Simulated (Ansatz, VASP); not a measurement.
## WS2: VASP beside Ansatz

```
W S
1.0
     3.18110    0.00000    0.00000
    -1.59055    2.75491    0.00000
     0.00000    0.00000   33.90148
W S
2 4
Direct
  0.33333 0.66667 0.00000
  0.33333 0.66667 0.50000
  0.64037 0.31408 0.45401
  0.66667 0.33333 0.95401
  0.66667 0.33333 0.04599
  0.69296 0.35258 0.54599
```

Change from the starting cell: mode 7 (295.3 1/cm) frozen in, largest displacement +0.075 Å.

Alike in both runs: task single point; functional r2SCAN; k mesh 12 × 12 × 1; occupations gaussian, width 0.05 eV; no spin polarisation.

|  | VASP | Ansatz |
| --- | --- | --- |
| version | VASP 6.6.1 | Ansatz 0.2.0 |
| potentials or method | VASP PAW PBE potentials, release 64 (W_sv, S), cutoff 520 eV | scalar-relativistic, plane waves, PAW |
| valence electrons in the cell | 52 | 52 |

```tsv
	VASP	Ansatz	Ansatz less VASP
gap on the k mesh at the Fermi level (eV)	1.89	1.88	-0.015
least direct gap on the mesh (eV)	1.91	1.91	-0.004
rms of the force components (eV/Å)	0.260	0.259	-0.0010
```

VASP's potentials were made for PBE, not for r2SCAN. Atom by atom the forces differ by 0.010 eV/Å (rms over components). With one functional, cell and mesh, what is left measures potentials, basis and numerics.

Spin-orbit coupling is off throughout.
